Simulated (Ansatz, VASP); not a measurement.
# One calculation of TiC, two programs

POSCAR

```
TiC
1.0
    0.0000000000      2.1640000000      2.1640000000
    2.1640000000      0.0000000000      2.1640000000
    2.1640000000      2.1640000000      0.0000000000
Ti C
1 1
Direct
    0.0000000000      0.0000000000      0.0000000000
    0.5000000000      0.5000000000      0.5000000000
```

The input INCAR.step1:

```
SYSTEM = TiC
PREC = Accurate ; ENCUT = 660
ISMEAR = 0 ; SIGMA = 0.1
LREAL = .False. ; LASPH = .True.
NELM = 120 ; NBANDS = 15
GGA = PE ; ALGO = Normal
EDIFF = 1E-5 ; LWAVE = .True.
LCHARG = .False. ; GGA_COMPAT = .False.
```

INCAR.step2

```
SYSTEM = TiC
PREC = Accurate ; ENCUT = 660
EDIFF = 1E-6 ; ISMEAR = 0
SIGMA = 0.1 ; LREAL = .False.
LASPH = .True. ; NELM = 120
ALGO = Normal ; ISIF = 2
LWAVE = .False. ; LCHARG = .False.
METAGGA = R2SCAN ; LMIXTAU = .True.
NBANDS = 15 ; ISTART = 1
GGA_COMPAT = .False.
```

File KPOINTS:

```
regular mesh
0
Gamma
  8 8 8
  0 0 0
```

Input for Ansatz:

```yaml
crystal:
  lattice:
    - [0.0, 2.164, 2.164]
    - [2.164, 0.0, 2.164]
    - [2.164, 2.164, 0.0]
  atoms:
    - { symbol: Ti, position: [0.0, 0.0, 0.0] }
    - { symbol: C, position: [0.5, 0.5, 0.5] }
basis:
  ecutwfc: 500
kpoints:
  mp_grid: { grid: [8, 8, 8] }
hamiltonian:
  xc: r2scan
scf:
  occupations: { method: gaussian, width: 0.1 }
output:
  forces: true
  stress: true
  eigenvalues: true
```

Alike in both runs: task single point; functional r2SCAN; k mesh 8 × 8 × 8; occupations gaussian, width 0.1 eV; no spin polarisation.

|  | VASP | Ansatz |
| --- | --- | --- |
| version | VASP 6.6.1 | Ansatz 0.2.0 |
| potentials or method | VASP PAW PBE potentials, release 64 (Ti_sv, C), cutoff 660 eV | scalar-relativistic, plane waves, PAW |
| valence electrons in the cell | 16 | 16 |

VASP gave:

- gap on the k mesh at the Fermi level (eV): none
- pressure (GPa): 0.7

**Question.** Estimate Ansatz's values.

**Answer.** gap on the k mesh at the Fermi level (eV): none; pressure (GPa): 0.0.

VASP's potentials were made for PBE, not for r2SCAN. A gap of «none» marks a metal or a gap that the smearing closes.
